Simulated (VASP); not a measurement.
# Zn (Fd-3m) in VASP: notebook, part 2 of 2

VASP 6.6.1.

## (3) Single point, PBEsol (15.35 Å³/atom)

This run uses another cell than the first one, of 15.35 Å³/atom.

File INCAR:

```
PREC = Accurate
ENCUT = 520
EDIFF = 1E-6
ISMEAR = -1
SIGMA = 0.05
LREAL = False
LASPH = True
NELM = 100
ALGO = Normal
ISIF = 2
LWAVE = False
LCHARG = False
GGA = PS
NBANDS = 19
```

File KPOINTS:

```
Automatic mesh
0
Gamma
  13 13 13
```

File POSCAR:

```
Zn
1.0
    0.0000000000      2.4851836218      2.4851836218
    2.4851836218      0.0000000000      2.4851836218
    2.4851836218      2.4851836218      0.0000000000
Zn
2
Direct
   -0.1250000000     -0.1250000000     -0.1250000000
    0.1250000000      0.1250000000      0.1250000000
```

Potentials or basis: VASP PAW PBE potentials, release 64 (Zn).

On the command line:

```sh
cat potpaw_PBE.64/Zn/POTCAR > POTCAR
mpirun -np 1 vasp_std > vasp.out
```

OUTCAR:

```text
PREC = Accurate
   ENCUT = 520
   EDIFF = 1E-6
   ISMEAR = -1
   LREAL = False
   LASPH = True
   NELM = 100
   ISIF = 2
   GGA = PS

 ion  position               nearest neighbor table
   1  0.875  0.875  0.875-   2 2.15   2 2.15   2 2.15   2 2.15
   2  0.125  0.125  0.125-   1 2.15   1 2.15   1 2.15   1 2.15

  LATTYP: Found a face centered cubic cell.
 ALAT       =     4.9703672436

  Lattice vectors:

 A1 = (   0.0000000000,   2.4851836218,   2.4851836218)
 A2 = (   2.4851836218,   0.0000000000,   2.4851836218)
 A3 = (   2.4851836218,   2.4851836218,   0.0000000000)

Analysis of symmetry for initial positions (statically):
=====================================================================
 Subroutine PRICEL returns:
 Original cell was already a primitive cell.

 Routine SETGRP: Setting up the symmetry group for a
 face centered cubic supercell.

 Subroutine GETGRP returns: Found 48 space group operations
 (whereof 12 operations were pure point group operations)
 out of a pool of 48 trial point group operations.

The static configuration has the point symmetry D_3d.
[... 159 lines left out ...]
  free energy    TOTEN  =        -0.79045636 eV

  energy without entropy =       -0.78495407  energy(sigma->0) =       -0.78770522

 E-fermi :   2.5395     XC(G=0): -11.4178

 val. band max:        2.5239261986   @ k =  -0.4615   0.3846   0.0769
 cond. band min:       2.5855477805   @ k =  -0.2308   0.2308   0.0000
 fundamental gap:      0.0616215819
 Fermi energy:         2.5395371856

 k-point     1 :       0.0000    0.0000    0.0000
  band No.  band energies     occupation
      1      -7.7265      2.00000
      2      -6.2822      2.00000
      3      -6.2822      2.00000
      4      -6.2822      2.00000
      5      -6.2398      2.00000
      6      -6.2398      2.00000
[... 505 lines left out ...]
      6      -5.8671      2.00000
[... 11 lines left out ...]
     18      15.8261      0.00000
     19      17.0803      0.00000

 [... further k-points ...]

------------------------ aborting loop because EDIFF is reached ----------------------------------------

  FORCE on cell =-STRESS in cart. coord.  units (eV):
  Direction    XX          YY          ZZ          XY          YZ          ZX
  --------------------------------------------------------------------------------------
  -------------------------------------------------------------------------------------
  Total        7.1629853      7.1629853      7.1629853      0.0000000     -0.0000000     -0.0000000
  in kB      373.8515600    373.8515600    373.8515600      0.0000000     -0.0000000     -0.0000000
  external PRESSURE =     373.8515600 kB  Pullay stress =       0.0000000 kB

 VOLUME and BASIS-vectors are now :
 -----------------------------------------------------------------------------
  energy-cutoff  :      520.00
  volume of cell :       30.70
      direct lattice vectors                 reciprocal lattice vectors
     0.000000000  2.485183622  2.485183622    -0.201192377  0.201192377  0.201192377
     2.485183622  0.000000000  2.485183622     0.201192377 -0.201192377  0.201192377
     2.485183622  2.485183622  0.000000000     0.201192377  0.201192377 -0.201192377

 POSITION                                       TOTAL-FORCE (eV/Angst)
 -----------------------------------------------------------------------------------
      4.34907      4.34907      4.34907        -0.000000     -0.000000     -0.000000
      0.62130      0.62130      0.62130         0.000000      0.000000      0.000000
 -----------------------------------------------------------------------------------
    total drift:                                0.000000     -0.000000     -0.000000

  FREE ENERGIE OF THE ION-ELECTRON SYSTEM (eV)
  ---------------------------------------------------
  free  energy   TOTEN  =        -0.7904563614 eV

  energy  without entropy=       -0.7849540700  energy(sigma->0) =       -0.78770522
```

OSZICAR:

```text
N       E                     dE             d eps       ncg     rms          rms(c)
DAV:   1     0.117507447375E+03    0.11751E+03   -0.12361E+04  3280   0.198E+03
DAV:   2     0.491299261931E+01   -0.11259E+03   -0.10931E+03  3201   0.302E+02
DAV:   3    -0.109608492612E+01   -0.60091E+01   -0.59848E+01  3527   0.758E+01
DAV:   4    -0.113895749491E+01   -0.42873E-01   -0.42862E-01  3476   0.662E+00
DAV:   5    -0.113901631560E+01   -0.58821E-04   -0.58820E-04  3441   0.226E-01    0.653E+00
DAV:   6    -0.825327784237E+00    0.31369E+00   -0.10646E+00  3756   0.230E+01    0.409E+00
DAV:   7    -0.800858641848E+00    0.24469E-01   -0.47204E-02  3629   0.360E+00    0.203E+00
DAV:   8    -0.790482053716E+00    0.10377E-01   -0.25653E-03  4103   0.711E-01    0.755E-02
DAV:   9    -0.790452446783E+00    0.29607E-04   -0.28696E-04  4235   0.179E-01    0.396E-02
DAV:  10    -0.790457972284E+00   -0.55255E-05   -0.27332E-05  3330   0.377E-02    0.703E-03
DAV:  11    -0.790456882435E+00    0.10898E-05   -0.13029E-06  2361   0.233E-02    0.288E-03
DAV:  12    -0.790456361421E+00    0.52101E-06   -0.11302E-07  1758   0.380E-03
   1 F= -.79045636E+00 E0= -.78770522E+00  d E =-.550229E-02
```

stdout:

```text
POSCAR found type information on POSCAR Zn
 POSCAR found :  1 types and       2 ions
 scaLAPACK will be used
 -----------------------------------------------------------------------------
|                                                                             |
|                                                                             |
|     You enforced a specific xc type in the INCAR file but a different       |
|     I HOPE YOU KNOW WHAT YOU ARE DOING!                                     |
|                                                                             |
 -----------------------------------------------------------------------------

 LDA part: xc-table for (Slater+PW92), standard interpolation
 POSCAR, INCAR and KPOINTS ok, starting setup
 FFT: planning ... GRIDC
 FFT: planning ... GRID_SOFT
 FFT: planning ... GRID
 WAVECAR not read
 entering main loop
```

Run time: 21 s. Hardware: 1 thread of Intel Xeon 6975P-C (Granite Rapids), shared host; peak memory 0.17 GiB.

What came out:

```
Free energy            : -0.7905 eV
Pressure               : 37.4 GPa
Band gap on the k mesh : zero (bands 12 and 13 overlap by 9.40 eV)
```

Caveat: the cell stands under pressure; the PAW data sets were made with another functional, which shifts forces and pressure a little.

## (4) Single point, PBEsol (17.61 Å³/atom)

This run uses another cell than the first one, of 17.61 Å³/atom.

File INCAR:

```
SYSTEM = Zn
PREC = Accurate
ENCUT = 520
EDIFF = 1E-7
ISMEAR = -1
SIGMA = 0.05
LREAL = .False.
LASPH = .True.
NELM = 60
ALGO = Normal
ISIF = 2
LWAVE = .False.
LCHARG = .False.
GGA = PS
NBANDS = 19
```

File KPOINTS:

```
Automatic mesh
0
Gamma
  13 13 13
  0 0 0
```

File POSCAR:

```
Zn
1.0
    0.0000000000      2.6014793294      2.6014793294
    2.6014793294      0.0000000000      2.6014793294
    2.6014793294      2.6014793294      0.0000000000
Zn
2
Direct
   -0.1250000000     -0.1250000000     -0.1250000000
    0.1250000000      0.1250000000      0.1250000000
```

On the command line:

```sh
cat potpaw_PBE.64/Zn/POTCAR > POTCAR
mpirun -np 1 vasp_std > vasp.out
```

Wall time 21 s (1 thread of Intel Xeon 6975P-C (Granite Rapids), shared host); peak memory 0.18 GiB.

The run converged. Its results:

| Property | Result |
| --- | --- |
| Free energy | -1.5290 eV |
| Pressure | 17.3 GPa |
| Band gap on the k mesh | zero (bands 12 and 13 overlap by 8.22 eV) |

Levels at points of the mesh, in eV from the Fermi level:
```tsv
k point	band 8	band 9	band 10	band 11	band 12	band 13	band 14	band 15	band 16	band 17
(0.00, 0.00, 0.00)	-7.29	-7.29	-6.87	-6.87	6.98	6.98	6.98	8.28	8.28	8.28
```

Caveat: the cell stands under pressure; the PAW data sets were made with another functional, which shifts forces and pressure a little.

## (5) Overview

```tsv
cell	gap on the mesh (eV)	pressure (GPa)
a = 3.333 Å, angles 60.0°, 2 atoms	none	77.3
a = 3.515 Å, angles 60.0°, 2 atoms	none	37.4
a = 3.679 Å, angles 60.0°, 2 atoms	none	17.3
```

Alike in all rows: task single point; level PBEsol; potentials or basis VASP PAW PBE potentials, release 64 (Zn); no spin polarisation; k mesh 13 × 13 × 13; cutoff (eV) 520; smearing fermi-dirac 0.05 eV.

Caveats: the cell stands under pressure; the PAW data sets were made with another functional, which shifts forces and pressure a little.

Total energies depend on the potentials used, so only differences within one code and one set of settings carry meaning.
